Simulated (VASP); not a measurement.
Rh: single point with PBE

Crystal: Rh.

```
Rh
1.0
    -1.53537    1.53537    1.53537
     1.53537   -1.53537    1.53537
     1.53537    1.53537   -1.53537
Rh
1
Direct
  0.00000 0.00000 0.00000
```

This isn't the form of Rh at room conditions, which is fcc.

| Quantity | Value |
| --- | --- |
| Program | VASP 6.6.1 |
| Task | single point |
| Functional | PBE |
| Potentials or basis | VASP PAW PBE potentials, release 64 (Rh_pv) |
| Cutoff | 500 eV |
| k mesh | 9 × 9 × 9 |
| Occupations | gaussian, width 0.05 eV |
| Spin | no spin polarisation |

The pressure is 0.1 GPa and the band gap on the k mesh is zero (an odd number of electrons rules out a gap without spin polarisation).

Levels at points of the mesh, in eV from the Fermi level:
| k point | band 6 | band 7 | band 8 | band 9 | band 10 | band 11 |
| --- | --- | --- | --- | --- | --- | --- |
| (0.00, 0.00, 0.00) | -2.77 | -2.77 | -0.44 | -0.44 | 18.40 | 18.40 |

Wall time 12 s on 1 thread of Intel Xeon 8259CL (shared host), peak memory 0.12 GiB.
